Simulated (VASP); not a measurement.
Write the native input for VASP 6.6.1 that does the following.

```yaml
Task: single point
Functional: PBE
Potentials_or_basis: VASP PAW PBE potentials, release 64 (Pr_3, Be, Si), 4f in core
Cutoff: 600 eV
k_mesh: 4 × 4 × 4
Occupations: gaussian, width 0.2 eV
Spin: no spin polarisation
Dipole_correction: no
Further_INCAR_settings: ALGO = Normal; EDIFF = 1e-06; NBANDS = 32
```

The structure of PrBe3Si lies in POSCAR:

```
PrBe3Si
1.0
    0.0000000000      4.2956490483      4.2956490483
    4.2956490483      0.0000000000      4.2956490483
    4.2956490483      4.2956490483      0.0000000000
Pr Be Si
2 6 2
Direct
    0.7500000000      0.7500000000      0.7500000000
    0.2500000000      0.2500000000      0.2500000000
    0.2499775867      0.7500224133      0.7500224133
    0.7500224133      0.2499775867      0.2499775867
    0.7500224133      0.2499775867      0.7500224133
    0.2499775867      0.7500224133      0.2499775867
    0.7500224133      0.7500224133      0.2499775867
    0.2499775867      0.2499775867      0.7500224133
    0.0000000000      0.0000000000      0.0000000000
    0.5000000000      0.5000000000      0.5000000000
```

The cell was generated, and may not be a known phase.

The input as run:

INCAR

```
  PREC = Accurate
  ENCUT = 600
  EDIFF = 1E-6
  ISMEAR = 0
  SIGMA = 0.2
  LREAL = F
  LASPH = T
  NELM = 200
  ALGO = Normal
  ISIF = 2
  LWAVE = F
  LCHARG = T
  GGA = PE
  LELF = T
  LVHAR = T
  NBANDS = 32
  GGA_COMPAT = F
  LMAXMIX = 6
```

KPOINTS

```
Automatic mesh
0
Gamma
  4 4 4
```

Potentials or basis: VASP PAW PBE potentials, release 64 (Pr_3, Be, Si), 4f in core.

The run is started by

```console
$ cat potpaw_PBE.64/Pr_3/POTCAR potpaw_PBE.64/Be/POTCAR potpaw_PBE.64/Si/POTCAR > POTCAR
$ mpirun -np 1 vasp_std > vasp.out
```

It gave:

| Quantity | Value |
| --- | --- |
| Pressure | 0.1 GPa |
| Band gap on the k mesh | zero (bands 21 and 22 overlap by 0.22 eV) |

Caveat: spin-orbit coupling is left out, which moves the levels of the heavy elements; the 4f electrons are frozen in the core, so they carry no moment and show no levels.

It took 42 s on 1 thread of Intel(R) Xeon(R) 6975P-C (Granite Rapids), with other jobs on the host, peak memory 0.37 GiB.
